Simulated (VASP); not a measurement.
Set up this calculation in VASP 6.6.1, as the native input.

- Task: single point
- Functional: PBEsol
- Potentials or basis: VASP PAW PBE potentials, release 64 (Ti_sv, C)
- Cutoff: 520 eV
- k mesh: 26 × 26 × 26
- Occupations: gaussian, width 0.15 eV
- Spin: no spin polarisation
- Dipole correction: no
- Further INCAR settings: ALGO = Normal; EDIFF = 1e-06; NBANDS = 15

The structure of TiC lies in POSCAR:

```
TiC
1.0
    0.0000000000      2.1120554529      2.2176582255
    2.1120554529      0.0000000000      2.2176582255
    2.1120554529      2.1120554529      0.0000000000
Ti C
1 1
Direct
    0.0000000000      0.0000000000      0.0000000000
    0.5000000000      0.5000000000      0.5000000000
```

This cell differs from its parent crystal: ratio of the length along z to the lengths across it x 1.05, volume and fractional coordinates fixed.

The input as run:

INCAR

```
PREC = Accurate
ENCUT = 520
EDIFF = 1E-6
ISMEAR = 0
SIGMA = 0.15
LREAL = False
LASPH = True
NELM = 80
ALGO = Normal
ISIF = 2
LWAVE = False
LCHARG = False
GGA = PS
NBANDS = 15
```

KPOINTS

```
Automatic mesh
0
Gamma
  26 26 26
```

Potentials or basis: VASP PAW PBE potentials, release 64 (Ti_sv, C).

Launch:

```sh
$ cat potpaw_PBE.64/Ti_sv/POTCAR potpaw_PBE.64/C/POTCAR > POTCAR
$ mpirun -np 1 vasp_std > vasp.out
```

Results of the run:

```json
{
 "Pressure": "1.3 GPa",
 "Band gap on the k mesh": "zero (bands 8 and 9 overlap by 1.37 eV)"
}
```

Caveat: the PAW data sets were made with another functional, which shifts forces and pressure a little.

Wall time 7.4 min on 1 thread of Intel Xeon 8259CL, on a shared host, peak memory 0.49 GiB.
